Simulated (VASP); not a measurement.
The system is LiCl.

```
Li Cl
1.0
     0.00000    2.73304    2.73304
     2.73304    0.00000    2.73304
     2.73304    2.73304    0.00000
Li Cl
1 1
Direct
  0.00000 0.00000 0.00000
  0.25000 0.25000 0.25000
```

Base run:

| Quantity | Value |
| --- | --- |
| Program | VASP 6.6.1 |
| Functional | HSE06 |
| Potentials or basis | VASP PAW PBE potentials, release 64 (Li_sv, Cl) |
| Cutoff | 520 eV |
| k mesh | 6 × 6 × 6 |
| Occupations | gaussian, width 0.01 eV |
| Spin | no spin polarisation |

Its results: band gap on the k mesh 7.38 eV, direct.

Problem. The run is repeated on the same cell with these changes: functional from HSE06 to PBE. What comes out?

Solution. Band gap on the k mesh 6.06 eV, direct.

HSE06 gives the wider gap, since exact exchange removes part of the self-interaction.

